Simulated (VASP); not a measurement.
Input of a VASP 6.6.1 run:

Contents of INCAR:

```
SYSTEM = MnO
PREC = Accurate ; ENCUT = 520
EDIFF = 1E-6 ; ISMEAR = -1
SIGMA = 0.05 ; LREAL = .FALSE.
LASPH = .TRUE. ; NELM = 150
ALGO = Normal ; ISIF = 2
LWAVE = .FALSE. ; LCHARG = .FALSE.
ISPIN = 2 ; MAGMOM = 4 0
LORBIT = 11 ; LMAXMIX = 4
GGA = RE ; NBANDS = 20
```

File KPOINTS:

```
regular mesh
0
G
  10 10 10
  0 0 0
```

Contents of POSCAR:

```
MnO
1.0
    0.0000000000      2.2518572816      2.2518572816
    2.2518572816      0.0000000000      2.2518572816
    2.2518572816      2.2518572816      0.0000000000
Mn O
1 1
Direct
    0.0000000000      0.0000000000      0.0000000000
    0.5000000000      0.5000000000      0.5000000000
```

Potentials or basis: VASP PAW PBE potentials, release 64 (Mn_pv, O).

Launch:

```console
$ cat potpaw_PBE.64/Mn_pv/POTCAR potpaw_PBE.64/O/POTCAR > POTCAR
$ mpirun -np 1 vasp_std > vasp.out
```

(1) Estimate the site moments.

(2) Predict the net moment.

Answers

(1) Mn +4.43; O +0.20 μB.

(2) 4.89 μB per cell.

Caveat: a cell with one magnetic atom can't hold antiferromagnetic order, which such compounds often take.
